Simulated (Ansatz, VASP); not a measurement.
## Two plane-wave programs on CaZrF6

Contents of INCAR:

```
  ALGO = Normal
  EDIFF = 1E-6
  ENCUT = 600
  GGA = CA
  GGA_COMPAT = F
  ISIF = 2
  ISMEAR = 0
  LASPH = T
  LCHARG = T
  LELF = T
  LREAL = F
  LVHAR = T
  LWAVE = F
  NBANDS = 42
  NELM = 120
  PREC = Accurate
  SIGMA = 0.01
```

The input KPOINTS:

```
k-points
0
Gamma
  4 4 4
```

File POSCAR:

```
CaZrF6
1.0
    0.0000000000      4.2683495000      4.2683495000
    4.2683495000      0.0000000000      4.2683495000
    4.2683495000      4.2683495000      0.0000000000
Ca Zr F
1 1 6
Direct
    0.5000000000      0.5000000000      0.5000000000
    0.0000000000      0.0000000000      0.0000000000
    0.7638120000      0.2361880000      0.2361880000
    0.2361880000      0.2361880000      0.7638120000
    0.7638120000      0.7638120000      0.2361880000
    0.2361880000      0.7638120000      0.2361880000
    0.7638120000      0.2361880000      0.7638120000
    0.2361880000      0.7638120000      0.7638120000
```

Input for Ansatz:

```yaml
crystal:
  lattice:
    bravais: fcc
    a: 8.536699
  space_group: 225
  atoms:
    - { symbol: Ca, position: [0.5, 0.0, 0.0] }
    - { symbol: Zr, position: [0.0, 0.0, 0.0] }
    - { symbol: F, position: [0.236188, 0.0, 0.0] }
  reduce_to_primitive: true
kpoints:
  mp_grid:
    grid: [4, 4, 4]
hamiltonian:
  xc: lda
scf:
  occupations:
    method: fixed
  mixing:
    ndim: 2
output:
  eigenvalues: true
```

Alike in both runs: task single point; functional LDA; k mesh 4 × 4 × 4; no spin polarisation.

```csv
,VASP,Ansatz
version,VASP 6.6.1,Ansatz 0.2.0
potentials or method,"VASP PAW LDA potentials, release 64 (Ca_sv, Zr_sv, F)","plane waves, PAW"
plane-wave cutoff (eV),600,420
occupations,"gaussian, width 0.01 eV",fixed
valence electrons in the cell,64,64
```

|  | VASP | Ansatz | Ansatz less VASP |
| --- | --- | --- | --- |
| gap on the k mesh at the Fermi level (eV) | 6.87 | 6.90 | +0.023 |

LDA's correlation is that of Perdew and Zunger in VASP and of Perdew and Wang (1992) in Ansatz.
